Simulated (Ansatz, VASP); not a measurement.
# I in VASP and in Ansatz

```
I
1.0
    -1.86152    1.86152    2.63218
     1.86152   -1.86152    2.63218
     1.86152    1.86152   -2.63218
I
1
Direct
  0.00000 0.00000 0.00000
```

Alike in both runs: task single point; functional PBE; dispersion D3(BJ); k mesh 18 × 18 × 18; occupations gaussian, width 0.15 eV; no spin polarisation.

|  | VASP | Ansatz |
| --- | --- | --- |
| version | VASP 6.6.1 | Ansatz 0.2.0 |
| potentials or method | VASP PAW PBE potentials, release 64 (I), cutoff 520 eV | scalar-relativistic, plane waves, PAW |
| valence electrons in the cell | 7 | 17 |

|  | VASP | Ansatz | Ansatz less VASP |
| --- | --- | --- | --- |
| gap on the k mesh at the Fermi level (eV) | none | none | - |
| pressure (GPa) | -2.4 | -2.4 | +0.02 |

A gap of «none» marks a metal or a gap that the smearing closes. VASP's potentials hold 7 valence electrons a cell and Ansatz's 17, so a difference there can come from the potentials and not from the codes.

Neither program's run includes spin-orbit coupling.
